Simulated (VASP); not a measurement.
Set up this calculation in VASP 6.6.1, as the native input.

```
Task                   : single point
Functional             : PBE
Potentials or basis    : VASP PAW PBE potentials, release 64 (I, Cs_sv, Br)
Cutoff                 : 520 eV
k mesh                 : 4 × 4 × 4
Occupations            : methfessel-paxton, width 0.0982 eV
Spin                   : no spin polarisation
Dipole correction      : no
Further INCAR settings : ALGO = Normal; EDIFF = 1e-06; NBANDS = 39; ISYM = 0
```

The structure of CsI6Br lies in POSCAR:

```
CsI6Br
1.0
    7.0257750000      0.0000000000      0.0000000000
   -0.7954570000      6.9805990000      0.0000000000
   -0.7954570000     -0.8912530000      6.9234730000
I Cs Br
6 1 1
Direct
    0.0778000000      0.8089000000      0.7042000000
    0.7042000000      0.0778000000      0.8089000000
    0.8089000000      0.7042000000      0.0778000000
    0.9222000000      0.1911000000      0.2958000000
    0.2958000000      0.9222000000      0.1911000000
    0.1911000000      0.2958000000      0.9222000000
    0.5000000000      0.5000000000      0.5000000000
    0.0000000000      0.0000000000      0.0000000000
```

One way to write it, as run:

INCAR

```
SYSTEM = CsI6Br
  PREC = Accurate
  ENCUT = 520
  EDIFF = 1E-6
  ISMEAR = 1
  SIGMA = 0.0982
  LREAL = .FALSE.
  LASPH = .TRUE.
  NELM = 100
  ALGO = Normal
  ISIF = 2
  LWAVE = .FALSE.
  LCHARG = .FALSE.
  GGA = PE
  ISYM = 0
  NBANDS = 39
```

KPOINTS

```
Automatic mesh
0
G
  4 4 4
  0 0 0
```

Potentials or basis: VASP PAW PBE potentials, release 64 (I, Cs_sv, Br).

Run with:

```sh
$ cat potpaw_PBE.64/I/POTCAR potpaw_PBE.64/Cs_sv/POTCAR potpaw_PBE.64/Br/POTCAR > POTCAR
$ mpirun -np 1 vasp_std > vasp.out
```

It gave:

```
Pressure               : 9.2 GPa
Largest force          : 3.880 eV/Å
Band gap on the k mesh : 1.37 eV, indirect (least direct gap 1.42 eV)
```

Caveat: spin-orbit coupling is left out, which moves the levels of the heavy elements; forces of over 1 eV/Å act on the atoms, so gaps and moduli don't describe the material at rest.

Wall time 11 min on 1 thread of Intel Xeon 6975P-C (shared host), peak memory 0.65 GiB.
